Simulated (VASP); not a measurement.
# Os (Fm-3m) in VASP: notebook

The runs below take Os through single point, with PBEsol.

All numbers are computed with VASP 6.6.1; they aren't measurements. Logs are shortened: lines on timing, memory, paths and dates and some standing lists are left out, and cuts for length are marked.

## (1) The cell of the first run

Symmetry: Fm-3m, No. 225, cubic system. Conventional cell: a = 3.811 Å, b = 3.811 Å, c = 3.811 Å, α = 90.00°, β = 90.00°, γ = 90.00°. Within 3.6 Å of Os (site symmetry m-3m) lie 12 Os at 2.69 Å.

This isn't the form of Os at room conditions, which is hcp.

## (2) Single point, PBEsol (13.83 Å³/atom)

INCAR reads:

```
PREC = Accurate ; ENCUT = 600
EDIFF = 1E-6 ; ISMEAR = -1
SIGMA = 0.05 ; LREAL = F
LASPH = T ; NELM = 120
ALGO = Normal ; ISIF = 2
LWAVE = F ; LCHARG = T
GGA = PS ; LELF = T
LVHAR = T ; NBANDS = 10
GGA_COMPAT = F
```

KPOINTS reads:

```
regular mesh
0
Gamma
  14 14 14
```

POSCAR reads:

```
Os
1.0
    0.0000000000      1.9052949814      1.9052949814
    1.9052949814      0.0000000000      1.9052949814
    1.9052949814      1.9052949814      0.0000000000
Os
1
Direct
    0.0000000000      0.0000000000      0.0000000000
```

Potentials or basis: VASP PAW PBE potentials, release 64 (Os).

Started as:

```bash
> cat potpaw_PBE.64/Os/POTCAR > POTCAR
> mpirun -np 1 vasp_std > vasp.out
```

OUTCAR:

```text
PREC = Accurate
   ENCUT = 600
   EDIFF = 1E-6
   ISMEAR = -1
   LREAL = F
   LASPH = T
   NELM = 120
   ISIF = 2
   GGA = PS

 ion  position               nearest neighbor table
   1  0.000  0.000  0.000-

  LATTYP: Found a face centered cubic cell.
 ALAT       =     3.8105899628

  Lattice vectors:

 A1 = (   0.0000000000,   1.9052949814,   1.9052949814)
 A2 = (   1.9052949814,   0.0000000000,   1.9052949814)
 A3 = (   1.9052949814,   1.9052949814,   0.0000000000)

Analysis of symmetry for initial positions (statically):
=====================================================================
 Subroutine PRICEL returns:
 Original cell was already a primitive cell.

 Routine SETGRP: Setting up the symmetry group for a
 face centered cubic supercell.

 Subroutine GETGRP returns: Found 48 space group operations
 (whereof 48 operations were pure point group operations)
 out of a pool of 48 trial point group operations.

The static configuration has the point symmetry O_h .

Analysis of symmetry for dynamics (positions and initial velocities):
=====================================================================
 Subroutine PRICEL returns:
 Original cell was already a primitive cell.

 Routine SETGRP: Setting up the symmetry group for a
 face centered cubic supercell.

 Subroutine GETGRP returns: Found 48 space group operations
 (whereof 48 operations were pure point group operations)
 out of a pool of 48 trial point group operations.

The dynamic configuration has the point symmetry O_h .

 Subroutine INISYM returns: Found 48 space group operations
 (whereof 48 operations are pure point group operations),
 and found     1 'primitive' translations

----------------------------------------------------------------------------------------

                                     Primitive cell

  volume of cell :      13.8330

  direct lattice vectors                    reciprocal lattice vectors
     0.000000000  1.905294981  1.905294981    -0.262426556  0.262426556  0.262426556
     1.905294981  0.000000000  1.905294981     0.262426556 -0.262426556  0.262426556
     1.905294981  1.905294981  0.000000000     0.262426556  0.262426556 -0.262426556

  length of vectors
     2.694494003  2.694494003  2.694494003     0.454536128  0.454536128  0.454536128

  position of ions in fractional coordinates (direct lattice)
     0.000000000  0.000000000  0.000000000

  ion indices of the primitive-cell ions
   primitive index   ion index
                 1           1

----------------------------------------------------------------------------------------

 KPOINTS: regular mesh

Automatic generation of k-mesh.
 Grid dimensions read from file:
 generate k-points for:   14   14   14

 Generating k-lattice:

  Cartesian coordinates                     Fractional coordinates (reciprocal lattice)
    -0.018744754  0.018744754  0.018744754     0.071428571  0.000000000  0.000000000
     0.018744754 -0.018744754  0.018744754     0.000000000  0.071428571  0.000000000
     0.018744754  0.018744754 -0.018744754     0.000000000  0.000000000  0.071428571

  Length of vectors
     0.032466866  0.032466866  0.032466866

  Shift w.r.t. Gamma in fractional coordinates (k-lattice)
     0.000000000  0.000000000  0.000000000

 Subroutine IBZKPT returns following result:
 ===========================================

 Found    104 irreducible k-points:

 Following reciprocal coordinates:
            Coordinates               Weight
  0.000000  0.000000  0.000000      1.000000
  0.071429  0.000000  0.000000      8.000000
  0.142857  0.000000  0.000000      8.000000
  0.214286  0.000000  0.000000      8.000000
  0.285714  0.000000  0.000000      8.000000
  0.357143  0.000000  0.000000      8.000000
[... 16 lines left out ...]
  0.214286  0.142857  0.000000     24.000000
  0.285714  0.142857  0.000000     24.000000
 [... further k-points ...]
   k-points           NKPTS =    104   k-points in BZ     NKDIM =    104   number of bands    NBANDS=     10
   number of dos      NEDOS =    301   number of ions     NIONS =      1
   total plane-waves  NPLWV =  13824
   dimension x,y,z NGX =    24 NGY =   24 NGZ =   24
   dimension x,y,z NGXF=    48 NGYF=   48 NGZF=   48
   ions per type =               1
   NGX,Y,Z   is equivalent  to a cutoff of  14.81, 14.81, 14.81 a.u.
   NGXF,Y,Z  is equivalent  to a cutoff of  29.62, 29.62, 29.62 a.u.
 SYSTEM =  unknown system
   PREC   = accura    normal or accurate (medium, high low for compatibility)
   ISTART =      0    job   : 0-new  1-cont  2-samecut
   ICHARG =      2    charge: 1-file 2-atom 10-const
   ISPIN  =      1    spin polarized calculation?
   LNONCOLLINEAR =      F non collinear calculations
   LSORBIT =      F    spin-orbit coupling
   LASPH  =      T    aspherical Exc in radial PAW
   ENCUT  =  600.0 eV  44.10 Ry    6.64 a.u.   5.38  5.38  5.38*2*pi/ulx,y,z
   NELM   =    120;   NELMIN=  2; NELMDL= -5     # of ELM steps
   EDIFF  = 0.1E-05   stopping-criterion for ELM
   LREAL  =      F    real-space projection
   EDIFFG = 0.1E-04   stopping-criterion for IOM
   NSW    =      0    number of steps for IOM
   IBRION =     -1    ionic relax: 0-MD 1-quasi-New 2-CG
   NFREE  =      0    steps in history (QN), initial steepest desc. (CG)
   ISIF   =      2    stress and relaxation
   ISYM   =      2    0-nonsym 1-usesym 2-fastsym
   POTIM  = 0.5000    time-step for ionic-motion
   TEBEG  =    0.0;   TEEND  =   0.0 temperature during run
   PSTRESS=    0.0 pullay stress
   NELECT =       8.0000    total number of electrons
   NUPDOWN=      -1.0000    fix difference up-down
   EMIN   =  10.00;   EMAX   =-10.00  energy-range for DOS
   EFERMI =   0.00;   METHOD = LEGACY
   ISMEAR =    -1;   SIGMA  =   0.05  broadening in eV -4-tet -1-fermi 0-gaus
   EFERMI_NEDOS =   21; number of points for ismear=-14 and -15
   IALGO  =     38    algorithm
   IMIX   =      4    mixing-type and parameters
     AMIX     =   0.40;   BMIX     =  1.00
     AMIX_MAG =   1.60;   BMIX_MAG =  1.00
  volume/ion in A,a.u.               =      13.83        93.35
  Fermi-wavevector in a.u.,A,eV,Ry     =   1.363953  2.577497 25.311825  1.860367
  Thomas-Fermi vector in A             =   2.490311
   LORBIT       =      0    0 simple, 1 ext, 2 COOP (PROOUT), +10 PAW based schemes
   GGA     = PS    functional components
   LHFCALC =     F    Hartree Fock is set to
   AEXX    =    0.0000 exact exchange contribution
   IVDW    =     0    specifies the selected vdW correction
   LEPSILON=     F    determine dielectric tensor
   LRPA    =     F    only Hartree local field effects (RPA)
 non-spin polarized calculation
  energy-cutoff  :      600.00
  volume of cell :       13.83
 maximum number of plane-waves:       483
 NGX is ok and might be reduce to    24
   NGX = 11   NGY = 11   NGZ = 11

 number of electron       8.0000000 magnetization

 Free energy of the ion-electron system (eV)
  ---------------------------------------------------
  ext. energy  EPLUGINS =         0.00000000
  ---------------------------------------------------
  free energy    TOTEN  =       -12.09458856 eV

  energy without entropy =      -12.08462487  energy(sigma->0) =      -12.08960672

 E-fermi :   9.3075     XC(G=0): -14.2169

 val. band max:        9.2919060074   @ k =  -0.3571   0.3571   0.0000
 cond. band min:       9.3075083605   @ k =  -0.4286   0.3571   0.1429
 fundamental gap:      0.0156023530
 Fermi energy:         9.3074670949

 k-point     1 :       0.0000    0.0000    0.0000
  band No.  band energies     occupation
      1      -1.6211      2.00000
      2       6.2898      2.00000
      3       6.2898      2.00000
      4       6.2898      2.00000
      5       9.4123      0.21889
      6       9.4123      0.21889
      7      23.6229      0.00000
      8      29.4891      0.00000
      9      29.4891      0.00000
     10      29.4891      0.00000

 k-point     2 :       0.0714    0.0000    0.0000
  band No.  band energies     occupation
      1      -1.3792      2.00000
      2       6.1427      2.00000
      3       6.3998      2.00000
      4       6.3998      2.00000
      5       9.3321      0.75891
      6       9.3321      0.75891
      7      24.0751      0.00000
      8      28.3285      0.00000
      9      29.9211      0.00000
     10      29.9211      0.00000

 k-point     3 :       0.1429    0.0000    0.0000
  band No.  band energies     occupation
      1      -0.7005      2.00000
      2       5.8072      2.00000
      3       6.6544      2.00000
      4       6.6544      2.00000
      5       9.2014      1.78590
      6       9.2014      1.78590
      7      25.1730      0.00000
      8      26.5211      0.00000
      9      31.1571      0.00000
     10      31.1571      0.00000

 k-point     4 :       0.2143    0.0000    0.0000
  band No.  band energies     occupation
      1       0.2427      2.00000
      2       5.5669      2.00000
      3       6.8086      2.00000
      4       6.8086      2.00000
      5       9.3330      0.75011
      6       9.3330      0.75011
      7      24.3791      0.00000
      8      26.8712      0.00000
      9      33.0316      0.00000
     10      33.0316      0.00000
[... 222 lines left out ...]
 k-point    22 :       0.1429    0.1429    0.0000
  band No.  band energies     occupation
      1      -0.3844      2.00000
      2       5.3102      2.00000
      3       7.0562      2.00000
      4       7.0562      2.00000
      5       8.2435      2.00000
      6       9.8129      0.00008
      7      25.9190      0.00000
      8      27.8173      0.00000
      9      30.0062      0.00000
     10      30.0062      0.00000

 k-point    23 :       0.2143    0.1429    0.0000
  band No.  band energies     occupation
      1       0.3575      2.00000
      2       4.9109      2.00000
      3       7.1676      2.00000
      4       7.4133      2.00000
      5       8.1501      2.00000
      6      10.0393      0.00000
      7      26.6789      0.00000
      8      27.2559      0.00000
      9      30.3008      0.00000
     10      30.8533      0.00000

 k-point    24 :       0.2857    0.1429    0.0000
  band No.  band energies     occupation
      1       1.2784      2.00000
      2       4.6962      2.00000
      3       6.6382      2.00000
      4       7.5451      2.00000
      5       9.0487      1.98876
      6      10.5068      0.00000
      7      24.9992      0.00000
      8      28.1296      0.00000
      9      30.5615      0.00000
     10      31.1928      0.00000

 [... further k-points ...]

------------------------ aborting loop because EDIFF is reached ----------------------------------------

  FORCE on cell =-STRESS in cart. coord.  units (eV):
  Direction    XX          YY          ZZ          XY          YZ          ZX
  --------------------------------------------------------------------------------------
  -------------------------------------------------------------------------------------
  Total        0.3865392      0.3865392      0.3865392      0.0000000      0.0000000      0.0000000
  in kB       44.7700404     44.7700404     44.7700404      0.0000000      0.0000000      0.0000000
  external PRESSURE =      44.7700404 kB  Pullay stress =       0.0000000 kB

 VOLUME and BASIS-vectors are now :
 -----------------------------------------------------------------------------
  energy-cutoff  :      600.00
  volume of cell :       13.83
      direct lattice vectors                 reciprocal lattice vectors
     0.000000000  1.905294981  1.905294981    -0.262426556  0.262426556  0.262426556
     1.905294981  0.000000000  1.905294981     0.262426556 -0.262426556  0.262426556
     1.905294981  1.905294981  0.000000000     0.262426556  0.262426556 -0.262426556

 POSITION                                       TOTAL-FORCE (eV/Angst)
 -----------------------------------------------------------------------------------
      0.00000      0.00000      0.00000         0.000000      0.000000     -0.000000
 -----------------------------------------------------------------------------------
    total drift:                               -0.000000      0.000000      0.000000

  FREE ENERGIE OF THE ION-ELECTRON SYSTEM (eV)
  ---------------------------------------------------
  free  energy   TOTEN  =       -12.0945885611 eV

  energy  without entropy=      -12.0846248722  energy(sigma->0) =      -12.08960672
```

Run time: 13 s. Hardware: 1 thread of Intel Xeon Platinum 8259CL at 2.50GHz (Skylake/Cascade Lake), shared host; peak memory 0.15 GiB.

What came out:

```
Free energy            : -12.0946 eV
Pressure               : 4.5 GPa
Band gap on the k mesh : zero (bands 4 and 5 overlap by 3.86 eV)
```

Caveat: the cell stands under pressure; the PAW data sets were made with another functional, which shifts forces and pressure a little; spin-orbit coupling is left out, which moves the levels of the heavy elements.

## (3) Single point, PBEsol (14.86 Å³/atom)

This run uses another cell than the first one, of 14.86 Å³/atom.

INCAR reads:

```
SYSTEM = Os
  PREC = Accurate
  ENCUT = 600
  EDIFF = 1E-6
  ISMEAR = -1
  SIGMA = 0.05
  LREAL = .False.
  LASPH = .True.
  NELM = 120
  ALGO = Normal
  ISIF = 2
  LWAVE = .False.
  LCHARG = .False.
  GGA = PS
  NBANDS = 10
  GGA_COMPAT = .False.
```

KPOINTS reads:

```
regular mesh
0
Gamma
  14 14 14
  0 0 0
```

POSCAR reads:

```
Os
1.0
    0.0000000000      1.9514618415      1.9514618415
    1.9514618415      0.0000000000      1.9514618415
    1.9514618415      1.9514618415      0.0000000000
Os
1
Direct
    0.0000000000      0.0000000000      0.0000000000
```

Potentials or basis: VASP PAW PBE potentials, release 64 (Os).

Started as:

```bash
> cat potpaw_PBE.64/Os/POTCAR > POTCAR
> mpirun -np 1 vasp_std > vasp.out
```

Wall time 12 s (1 thread of Intel Xeon Platinum 8259CL at 2.50GHz (Skylake/Cascade Lake), shared host); peak memory 0.15 GiB.

It converged, with:

```
Free energy            : -12.0286 eV
Pressure               : -23.1 GPa
Band gap on the k mesh : zero (bands 4 and 5 overlap by 3.44 eV)
```

Levels at points of the mesh, in eV from the Fermi level:
```csv
k point,band 1,band 2,band 3,band 4,band 5,band 6,band 7,band 8
"(0.00, 0.00, 0.00)",-10.29,-2.72,-2.72,-2.72,0.07,0.07,14.34,19.78
"(0.50, 0.00, 0.00)",-7.15,-2.85,-2.85,-0.18,2.27,2.27,8.27,13.85
"(0.50, 0.50, 0.00)",-6.97,-6.29,2.23,2.25,2.90,2.90,11.32,11.91
```

Caveat: the cell stands under tension; the PAW data sets were made with another functional, which shifts forces and pressure a little; spin-orbit coupling is left out, which moves the levels of the heavy elements.

## (4) Single point, PBEsol (15.30 Å³/atom)

This run uses another cell than the first one, of 15.30 Å³/atom.

INCAR reads:

```
PREC = Accurate ; ENCUT = 600
EDIFF = 1E-6 ; ISMEAR = -1
SIGMA = 0.05 ; LREAL = F
LASPH = T ; NELM = 120
ALGO = Normal ; ISIF = 2
LWAVE = F ; LCHARG = F
GGA = PS ; NBANDS = 10
GGA_COMPAT = F
```

KPOINTS reads:

```
regular mesh
0
Gamma
  14 14 14
```

POSCAR reads:

```
Os
1.0
    0.0000000000      1.9705950404      1.9705950404
    1.9705950404      0.0000000000      1.9705950404
    1.9705950404      1.9705950404      0.0000000000
Os
1
Direct
    0.0000000000      0.0000000000      0.0000000000
```

Started as:

```bash
> cat potpaw_PBE.64/Os/POTCAR > POTCAR
> mpirun -np 1 vasp_std > vasp.out
```

Run time: 12 s. Hardware: 1 thread of Intel Xeon Platinum 8259CL at 2.50GHz (Skylake/Cascade Lake), shared host; peak memory 0.15 GiB.

Results (log left out):

```
Free energy            : -11.9530 eV
Pressure               : -31.6 GPa
Band gap on the k mesh : zero (bands 4 and 5 overlap by 3.34 eV)
```

Levels at points of the mesh, in eV from the Fermi level:
```tsv
k point	band 1	band 2	band 3	band 4	band 5	band 6	band 7	band 8	band 9
(0.00, 0.00, 0.00)	-10.04	-2.60	-2.60	-2.60	0.06	0.06	14.34	19.61	19.61
(0.50, 0.00, 0.00)	-6.90	-2.73	-2.73	-0.16	2.16	2.16	7.92	13.85	19.49
(0.50, 0.50, 0.00)	-6.69	-6.03	2.12	2.20	2.75	2.75	10.87	11.72	11.72
```

Caveat: the cell stands under tension; the PAW data sets were made with another functional, which shifts forces and pressure a little; spin-orbit coupling is left out, which moves the levels of the heavy elements.

## (5) Overview

```csv
cell,gap on the mesh (eV),pressure (GPa)
"a = 2.694 Å, angles 60.0°, 1 atom",none,4.5
"a = 2.760 Å, angles 60.0°, 1 atom",none,-23.1
"a = 2.787 Å, angles 60.0°, 1 atom",none,-31.6
```

Alike in all rows: task single point; level PBEsol; potentials or basis VASP PAW PBE potentials, release 64 (Os); no spin polarisation; k mesh 14 × 14 × 14; cutoff (eV) 600; smearing fermi-dirac 0.05 eV.

Caveats: the PAW data sets were made with another functional, which shifts forces and pressure a little; spin-orbit coupling is left out, which moves the levels of the heavy elements; the cell stands under tension (at least some runs); the cell stands under pressure (at least some runs).

Absolute energies hang on the potentials; compare differences alone.
